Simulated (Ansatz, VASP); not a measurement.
## Al5InAs6: VASP beside Ansatz

```
Al In As
1.0
     3.54303    2.04557    6.72601
    -3.54303    2.04557    6.72601
     0.00000   -4.09114    6.72601
Al In As
5 1 6
Direct
  0.16236 0.50398 0.83351
  0.50398 0.83351 0.16236
  0.83351 0.16236 0.50398
  0.00150 0.00150 0.00150
  0.66427 0.66427 0.66427
  0.33338 0.33338 0.33338
  0.02331 0.37988 0.72720
  0.37988 0.72720 0.02331
  0.72720 0.02331 0.37988
  0.87749 0.87749 0.87749
  0.20240 0.20240 0.20240
  0.53974 0.53974 0.53974
```

Alike in both runs: functional PBE; k mesh 6 × 6 × 6; occupations gaussian, width 0.02 eV; no spin polarisation.

Ansatz relaxed the structure, and its values are those at the end. VASP's run is a single point on that final structure, the one shown.

```csv
,VASP,Ansatz
version,VASP 6.6.1,Ansatz 0.2.0
potentials or method,"VASP PAW PBE potentials, release 64 (Al, In_d, As), cutoff 520 eV","scalar-relativistic, plane waves, PAW"
valence electrons in the cell,58,118
```

```tsv
	VASP	Ansatz	Ansatz less VASP
gap on the k mesh at the Fermi level (eV)	1.35	1.34	-0.004
least direct gap on the mesh (eV)	1.35	1.34	-0.004
pressure (GPa)	0.1	0.0	-0.13
```

VASP's potentials hold 58 valence electrons a cell and Ansatz's 118, so a difference there can come from the potentials and not from the codes.
